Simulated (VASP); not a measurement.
# Ir (I4/mmm) in VASP: further runs

Runs on Ir. Level: PBE. Tasks: single point.

All numbers are computed with VASP 6.6.1; they aren't measurements. Logs are shortened: lines on timing, memory, paths and dates and some standing lists are left out, and cuts for length are marked.

## Step 1: The cell of the first run

It takes space group I4/mmm (No. 139, tetragonal). Conventional cell: a = 2.715 Å, b = 2.715 Å, c = 4.415 Å, α = 90.00°, β = 90.00°, γ = 90.00°. Within 3.6 Å of Ir (site symmetry 4/mmm) lie 12 Ir at 2.71 to 2.93 Å.

## Step 2: Single point, PBE (strain +0.1500 x Voigt [0, 0, 1, 0, 0, 0])

Contents of INCAR:

```
SYSTEM = Ir
  PREC = Accurate
  ENCUT = 520
  EDIFF = 1E-6
  ISMEAR = 0
  SIGMA = 0.15
  LREAL = .FALSE.
  LASPH = .TRUE.
  NELM = 60
  ALGO = Fast
  ISIF = 2
  LWAVE = .FALSE.
  LCHARG = .TRUE.
  GGA = PE
  LELF = .TRUE.
  LVHAR = .TRUE.
  NBANDS = 10
```

Contents of KPOINTS:

```
Automatic mesh
0
G
  22 22 22
  0 0 0
```

Contents of POSCAR:

```
Ir
1.0
    0.0000000000      1.9197000000      2.2076550000
    1.9197000000      0.0000000000      2.2076550000
    1.9197000000      1.9197000000      0.0000000000
Ir
1
Direct
    0.0000000000      0.0000000000      0.0000000000
```

Potentials or basis: VASP PAW PBE potentials, release 64 (Ir).

Run with:

```console
$ cat potpaw_PBE.64/Ir/POTCAR > POTCAR
$ mpirun -np 1 vasp_std > vasp.out
```

OUTCAR:

```text
SYSTEM = Ir
   PREC = Accurate
   ENCUT = 520
   EDIFF = 1E-6
   ISMEAR = 0
   LREAL = .FALSE.
   LASPH = .TRUE.
   NELM = 60
   ISIF = 2
   GGA = PE

 ion  position               nearest neighbor table
   1  0.000  0.000  0.000-

  LATTYP: Found a body centered tetragonal cell.
 ALAT       =     2.7148657757
 C/A-ratio  =     1.6263455967

  Lattice vectors:

 A1 = (  -1.9197000000,   0.0000000000,   2.2076550000)
 A2 = (   1.9197000000,   0.0000000000,   2.2076550000)
 A3 = (   0.0000000000,   1.9197000000,  -2.2076550000)

Analysis of symmetry for initial positions (statically):
=====================================================================
 Subroutine PRICEL returns:
 Original cell was already a primitive cell.

 Routine SETGRP: Setting up the symmetry group for a
 body centered tetragonal supercell.

 Subroutine GETGRP returns: Found 16 space group operations
 (whereof 16 operations were pure point group operations)
 out of a pool of 16 trial point group operations.

The static configuration has the point symmetry D_4h.

Analysis of symmetry for dynamics (positions and initial velocities):
=====================================================================
 Subroutine PRICEL returns:
 Original cell was already a primitive cell.

 Routine SETGRP: Setting up the symmetry group for a
 body centered tetragonal supercell.

 Subroutine GETGRP returns: Found 16 space group operations
 (whereof 16 operations were pure point group operations)
 out of a pool of 16 trial point group operations.

The dynamic configuration has the point symmetry D_4h.

 Subroutine INISYM returns: Found 16 space group operations
 (whereof 16 operations are pure point group operations),
 and found     1 'primitive' translations

----------------------------------------------------------------------------------------

                                     Primitive cell

  volume of cell :      16.2715

  direct lattice vectors                    reciprocal lattice vectors
     0.000000000  1.919700000  2.207655000    -0.260457363  0.260457363  0.226484664
     1.919700000  0.000000000  2.207655000     0.260457363 -0.260457363  0.226484664
     1.919700000  1.919700000  0.000000000     0.260457363  0.260457363 -0.226484664

  length of vectors
     2.925574933  2.925574933  2.714865776     0.432401872  0.432401872  0.432401872

  position of ions in fractional coordinates (direct lattice)
     0.000000000  0.000000000  0.000000000

  ion indices of the primitive-cell ions
   primitive index   ion index
                 1           1

----------------------------------------------------------------------------------------

 KPOINTS: Automatic mesh

Automatic generation of k-mesh.
 Grid dimensions read from file:
 generate k-points for:   22   22   22

 Generating k-lattice:

  Cartesian coordinates                     Fractional coordinates (reciprocal lattice)
    -0.011838971  0.011838971  0.010294757     0.045454545  0.000000000  0.000000000
     0.011838971 -0.011838971  0.010294757     0.000000000  0.045454545  0.000000000
     0.011838971  0.011838971 -0.010294757    -0.000000000 -0.000000000  0.045454545

  Length of vectors
     0.019654631  0.019654631  0.019654631

  Shift w.r.t. Gamma in fractional coordinates (k-lattice)
     0.000000000  0.000000000  0.000000000

 Subroutine IBZKPT returns following result:
 ===========================================

 Found    834 irreducible k-points:

 Following reciprocal coordinates:
            Coordinates               Weight
  0.000000  0.000000  0.000000      1.000000
  0.045455  0.000000  0.000000      8.000000
  0.090909  0.000000  0.000000      8.000000
  0.136364  0.000000  0.000000      8.000000
  0.181818  0.000000  0.000000      8.000000
  0.227273  0.000000  0.000000      8.000000
[... 16 lines left out ...]
  0.500000  0.045455  0.000000      8.000000
 -0.454545  0.045455  0.000000      8.000000
 [... further k-points ...]
   k-points           NKPTS =    834   k-points in BZ     NKDIM =    834   number of bands    NBANDS=     10
   number of dos      NEDOS =    301   number of ions     NIONS =      1
   total plane-waves  NPLWV =  11520
   dimension x,y,z NGX =    24 NGY =   24 NGZ =   20
   dimension x,y,z NGXF=    48 NGYF=   48 NGZF=   40
   ions per type =               1
   NGX,Y,Z   is equivalent  to a cutoff of  13.64, 13.64, 12.25 a.u.
   NGXF,Y,Z  is equivalent  to a cutoff of  27.28, 27.28, 24.49 a.u.
 SYSTEM =  Ir
   PREC   = accura    normal or accurate (medium, high low for compatibility)
   ISTART =      0    job   : 0-new  1-cont  2-samecut
   ICHARG =      2    charge: 1-file 2-atom 10-const
   ISPIN  =      1    spin polarized calculation?
   LNONCOLLINEAR =      F non collinear calculations
   LSORBIT =      F    spin-orbit coupling
   LASPH  =      T    aspherical Exc in radial PAW
   ENCUT  =  520.0 eV  38.22 Ry    6.18 a.u.   5.44  5.44  5.05*2*pi/ulx,y,z
   NELM   =     60;   NELMIN=  2; NELMDL= -5     # of ELM steps
   EDIFF  = 0.1E-05   stopping-criterion for ELM
   LREAL  =      F    real-space projection
   EDIFFG = 0.1E-04   stopping-criterion for IOM
   NSW    =      0    number of steps for IOM
   IBRION =     -1    ionic relax: 0-MD 1-quasi-New 2-CG
   NFREE  =      0    steps in history (QN), initial steepest desc. (CG)
   ISIF   =      2    stress and relaxation
   ISYM   =      2    0-nonsym 1-usesym 2-fastsym
   POTIM  = 0.5000    time-step for ionic-motion
   TEBEG  =    0.0;   TEEND  =   0.0 temperature during run
   PSTRESS=    0.0 pullay stress
   NELECT =       9.0000    total number of electrons
   NUPDOWN=      -1.0000    fix difference up-down
   EMIN   =  10.00;   EMAX   =-10.00  energy-range for DOS
   EFERMI =   0.00;   METHOD = LEGACY
   ISMEAR =     0;   SIGMA  =   0.15  broadening in eV -4-tet -1-fermi 0-gaus
   EFERMI_NEDOS =   21; number of points for ismear=-14 and -15
   IALGO  =     68    algorithm
   IMIX   =      4    mixing-type and parameters
     AMIX     =   0.40;   BMIX     =  1.00
     AMIX_MAG =   1.60;   BMIX_MAG =  1.00
  volume/ion in A,a.u.               =      16.27       109.81
  Fermi-wavevector in a.u.,A,eV,Ry     =   1.343836  2.539482 24.570706  1.805896
  Thomas-Fermi vector in A             =   2.471878
   LORBIT       =      0    0 simple, 1 ext, 2 COOP (PROOUT), +10 PAW based schemes
   GGA     = PE    functional components
   LHFCALC =     F    Hartree Fock is set to
   AEXX    =    0.0000 exact exchange contribution
   IVDW    =     0    specifies the selected vdW correction
   LEPSILON=     F    determine dielectric tensor
   LRPA    =     F    only Hartree local field effects (RPA)
 non-spin polarized calculation
 RMM-DIIS sequential band-by-band and
 Gauss-broadening in eV      SIGMA  =   0.15
  energy-cutoff  :      520.00
  volume of cell :       16.27
 maximum number of plane-waves:       453
 NGX is ok and might be reduce to    24
   NGX = 11   NGY = 11   NGZ = 11

 number of electron       9.0000000 magnetization

 Free energy of the ion-electron system (eV)
  ---------------------------------------------------
  ext. energy  EPLUGINS =         0.00000000
  ---------------------------------------------------
  free energy    TOTEN  =        -8.51199901 eV

  energy without entropy =       -8.49678760  energy(sigma->0) =       -8.50439330

 E-fermi :   8.1036     XC(G=0): -13.1583

 val. band max:        8.1028881215   @ k =  -0.4545   0.2727   0.1364
 cond. band min:       8.1038282286   @ k =  -0.1364   0.4545   0.4091
 fundamental gap:      0.0009401071
 Fermi energy:         8.1035619376

 k-point     1 :       0.0000    0.0000    0.0000
  band No.  band energies     occupation
      1      -1.5290      2.00000
      2       4.0008      2.00000
      3       5.6710      2.00000
      4       5.6710      2.00000
      5       6.0335      2.00000
      6       8.1041      0.99577
      7      22.9619      0.00000
      8      25.3328      0.00000
      9      28.5736      0.00000
     10      28.5736      0.00000

 k-point     2 :       0.0455    0.0000    0.0000
  band No.  band energies     occupation
      1      -1.4483      2.00000
      2       4.0274      2.00000
      3       5.6312      2.00000
      4       5.7024      2.00000
      5       6.0367      2.00000
      6       8.0668      1.27083
      7      23.0853      0.00000
      8      25.3692      0.00000
      9      28.0929      0.00000
     10      28.7004      0.00000

 k-point     3 :       0.0909    0.0000    0.0000
  band No.  band energies     occupation
      1      -1.2109      2.00000
      2       4.0986      2.00000
      3       5.5054      2.00000
      4       5.7920      2.00000
      5       6.0749      2.00000
      6       7.9635      1.81324
      7      23.4253      0.00000
      8      25.3044      0.00000
      9      27.3378      0.00000
     10      29.0678      0.00000

 k-point     4 :       0.1364    0.0000    0.0000
  band No.  band energies     occupation
      1      -0.8322      2.00000
      2       4.1930      2.00000
      3       5.3059      2.00000
      4       5.9241      2.00000
      5       6.1946      2.00000
      6       7.8208      1.99232
      7      23.8824      0.00000
      8      24.6290      0.00000
      9      27.2519      0.00000
     10      29.6334      0.00000

 k-point     5 :       0.1818    0.0000    0.0000
  band No.  band energies     occupation
      1      -0.3423      2.00000
      2       4.2941      2.00000
      3       5.0731      2.00000
      4       6.0658      2.00000
      5       6.4275      2.00000
      6       7.6846      1.99992
      7      23.4391      0.00000
      8      24.2644      0.00000
      9      27.8012      0.00000
     10      30.3181      0.00000

 k-point     6 :       0.2273    0.0000    0.0000
  band No.  band energies     occupation
      1       0.2047      2.00000
      2       4.4203      2.00000
      3       4.8500      2.00000
      4       6.1618      2.00000
      5       6.7829      2.00000
      6       7.6209      1.99999
      7      22.0547      0.00000
      8      24.2642      0.00000
      9      28.5843      0.00000
     10      29.9921      0.00000
[... 183 lines left out ...]
 k-point    21 :       0.4091    0.0455    0.0000
  band No.  band energies     occupation
      1       1.4444      2.00000
      2       4.2480      2.00000
      3       5.9492      2.00000
      4       6.2109      2.00000
      5       8.3599      0.01566
      6       8.5102      0.00013
      7      16.4408      0.00000
      8      22.1398      0.00000
      9      27.4619      0.00000
     10      28.4744      0.00000

 k-point    22 :       0.4545    0.0455    0.0000
  band No.  band energies     occupation
      1       1.4949      2.00000
      2       4.1916      2.00000
      3       5.8467      2.00000
      4       7.0089      2.00000
      5       8.4822      0.00036
      6       8.9751      0.00000
      7      15.1372      0.00000
      8      21.7397      0.00000
      9      26.6904      0.00000
     10      28.1680      0.00000

 k-point    23 :       0.5000    0.0455    0.0000
  band No.  band energies     occupation
      1       1.5092      2.00000
      2       4.1770      2.00000
      3       5.7851      2.00000
      4       7.4549      2.00000
      5       8.5144      0.00011
      6       9.3734      0.00000
      7      14.3479      0.00000
      8      21.5338      0.00000
      9      26.2029      0.00000
     10      28.1128      0.00000

 k-point    24 :      -0.4545    0.0455    0.0000
  band No.  band energies     occupation
      1       1.5142      2.00000
      2       4.1989      2.00000
      3       5.7740      2.00000
      4       7.3130      2.00000
      5       8.4427      0.00139
      6       9.5447      0.00000
      7      14.4007      0.00000
      8      21.5472      0.00000
      9      26.0835      0.00000
     10      28.3447      0.00000

 [... further k-points ...]

------------------------ aborting loop because EDIFF is reached ----------------------------------------

  FORCE on cell =-STRESS in cart. coord.  units (eV):
  Direction    XX          YY          ZZ          XY          YZ          ZX
  --------------------------------------------------------------------------------------
  -------------------------------------------------------------------------------------
  Total       -1.5211768     -1.5211768     -4.7928324      0.0000000     -0.0000000     -0.0000000
  in kB     -149.7829386   -149.7829386   -471.9270720      0.0000000     -0.0000000     -0.0000000
  external PRESSURE =    -257.1643164 kB  Pullay stress =       0.0000000 kB

 VOLUME and BASIS-vectors are now :
 -----------------------------------------------------------------------------
  energy-cutoff  :      520.00
  volume of cell :       16.27
      direct lattice vectors                 reciprocal lattice vectors
     0.000000000  1.919700000  2.207655000    -0.260457363  0.260457363  0.226484664
     1.919700000  0.000000000  2.207655000     0.260457363 -0.260457363  0.226484664
     1.919700000  1.919700000  0.000000000     0.260457363  0.260457363 -0.226484664

 POSITION                                       TOTAL-FORCE (eV/Angst)
 -----------------------------------------------------------------------------------
      0.00000      0.00000      0.00000         0.000000     -0.000000      0.000000
 -----------------------------------------------------------------------------------
    total drift:                               -0.000000      0.000000     -0.000000

  FREE ENERGIE OF THE ION-ELECTRON SYSTEM (eV)
  ---------------------------------------------------
  free  energy   TOTEN  =        -8.5119990103 eV

  energy  without entropy=       -8.4967875993  energy(sigma->0) =       -8.50439330
```

Wall time 1.8 min (1 thread of Intel Xeon 8259CL, shared host); peak memory 0.26 GiB.

What came out:

```
Free energy            : -8.5120 eV
Pressure               : -25.7 GPa
Band gap on the k mesh : zero (an odd number of electrons rules out a gap without spin polarisation)
```

Caveat: the cell differs from its parent crystal (strain +0.1500 x Voigt [0, 0, 1, 0, 0, 0]); the stress differs along the axes, from -47 to -15 GPa; spin-orbit coupling is left out, which moves the levels of the heavy elements.

## Step 3: Single point, PBE (strain -0.1500 x Voigt [0, 0, 1, 0, 0, 0])

Contents of INCAR:

```
SYSTEM = Ir
  PREC = Accurate
  ENCUT = 520
  EDIFF = 1E-7
  ISMEAR = 0
  SIGMA = 0.15
  LREAL = .False.
  LASPH = .True.
  NELM = 60
  ALGO = Normal
  ISIF = 2
  LWAVE = .False.
  LCHARG = .False.
  GGA = PE
  NBANDS = 10
```

Contents of KPOINTS:

```
Automatic mesh
0
Gamma
  22 22 22
  0 0 0
```

Contents of POSCAR:

```
Ir
1.0
    0.0000000000      1.9197000000      1.6317450000
    1.9197000000      0.0000000000      1.6317450000
    1.9197000000      1.9197000000      0.0000000000
Ir
1
Direct
    0.0000000000      0.0000000000      0.0000000000
```

Potentials or basis: VASP PAW PBE potentials, release 64 (Ir).

Run with:

```console
$ cat potpaw_PBE.64/Ir/POTCAR > POTCAR
$ mpirun -np 1 vasp_std > vasp.out
```

It took 94 s on 1 thread of Intel Xeon 8259CL, shared host; peak memory 0.22 GiB.

Results (log left out):

- Free energy: -7.8371 eV
- Pressure: 112.4 GPa
- Band gap on the k mesh: zero (an odd number of electrons rules out a gap without spin polarisation)

Stress tensor (GPa, compression positive):
```
 88.81   0.00   0.00
  0.00  88.81   0.00
  0.00   0.00 159.67
```

Levels at points of the mesh, in eV from the Fermi level:
```tsv
k point	band 2	band 3	band 4	band 5	band 6	band 7
(0.00, 0.00, 0.00)	-5.35	-5.35	-3.18	-3.10	-0.24	14.52
(0.50, 0.00, 0.00)	-6.33	-3.34	-0.92	0.43	2.20	9.53
(0.50, 0.50, 0.00)	-9.47	1.33	2.14	2.14	4.76	10.65
(0.50, 0.00, 0.50)	-8.78	0.65	0.77	0.81	2.97	11.62
```

Caveat: the cell differs from its parent crystal (strain -0.1500 x Voigt [0, 0, 1, 0, 0, 0]); the stress differs along the axes, from 89 to 160 GPa; spin-orbit coupling is left out, which moves the levels of the heavy elements.

## Step 4: Single point, PBE (strain -0.1125 x Voigt [0, 0, 1, 0, 0, 0])

Contents of INCAR:

```
SYSTEM = Ir
  PREC = Accurate
  ENCUT = 520
  EDIFF = 1E-7
  ISMEAR = 0
  SIGMA = 0.15
  LREAL = .FALSE.
  LASPH = .TRUE.
  NELM = 100
  ALGO = Normal
  ISIF = 2
  LWAVE = .FALSE.
  LCHARG = .FALSE.
  GGA = PE
  NBANDS = 10
```

Contents of KPOINTS:

```
regular mesh
0
G
  22 22 22
  0 0 0
```

Contents of POSCAR:

```
Ir
1.0
    0.0000000000      1.9197000000      1.7037337500
    1.9197000000      0.0000000000      1.7037337500
    1.9197000000      1.9197000000      0.0000000000
Ir
1
Direct
    0.0000000000      0.0000000000      0.0000000000
```

Run with:

```console
$ cat potpaw_PBE.64/Ir/POTCAR > POTCAR
$ mpirun -np 1 vasp_std > vasp.out
```

Run time: 1.8 min. Hardware: 1 thread of Intel Xeon 8259CL, shared host; peak memory 0.23 GiB.

It converged, with:

- Free energy: -8.2852 eV
- Pressure: 77.0 GPa
- Band gap on the k mesh: zero (an odd number of electrons rules out a gap without spin polarisation)

Stress tensor (GPa, compression positive):
```
 59.44   0.00   0.00
  0.00  59.44   0.00
  0.00   0.00 112.07
```

Levels at points of the mesh, in eV from the Fermi level:
```
           k point  band 1  band 2  band 3  band 4  band 5  band 6  band 7  band 8
(0.00, 0.00, 0.00)  -12.39   -5.01   -5.01   -3.37   -2.59   -0.41   14.36   18.92
(0.50, 0.00, 0.00)   -9.38   -5.67   -3.63   -0.93    0.59    1.79    8.82   13.48
(0.50, 0.50, 0.00)   -9.26   -8.85    1.14    1.96    1.96    3.80   10.91   10.91
(0.50, 0.00, 0.50)   -9.36   -8.46    0.91    0.91    1.00    2.58   11.27   12.24
```

Caveat: the cell differs from its parent crystal (strain -0.1125 x Voigt [0, 0, 1, 0, 0, 0]); the stress differs along the axes, from 59 to 112 GPa; spin-orbit coupling is left out, which moves the levels of the heavy elements.

## Step 5: Overview

```tsv
cell	gap on the mesh (eV)	pressure (GPa)
a = 2.926, b = 2.926, c = 2.715 Å, angles 62.4, 62.4, 55.3°, 1 atom	none	-25.7
a = 2.519, b = 2.519, c = 2.715 Å, angles 57.4, 57.4, 65.2°, 1 atom	none	112.4
a = 2.567, b = 2.567, c = 2.715 Å, angles 58.1, 58.1, 63.9°, 1 atom	none	77.0
```

Alike in all rows: task single point; level PBE; potentials or basis VASP PAW PBE potentials, release 64 (Ir); no spin polarisation; k mesh 22 × 22 × 22; cutoff (eV) 520; smearing gaussian 0.15 eV.

Caveats: spin-orbit coupling is left out, which moves the levels of the heavy elements; the stress differs along the axes, from -47 to -15 GPa (at least some runs); the stress differs along the axes, from 89 to 160 GPa (at least some runs); the stress differs along the axes, from 59 to 112 GPa (at least some runs).

Total energies depend on the potentials used, so only differences within one code and one set of settings carry meaning.
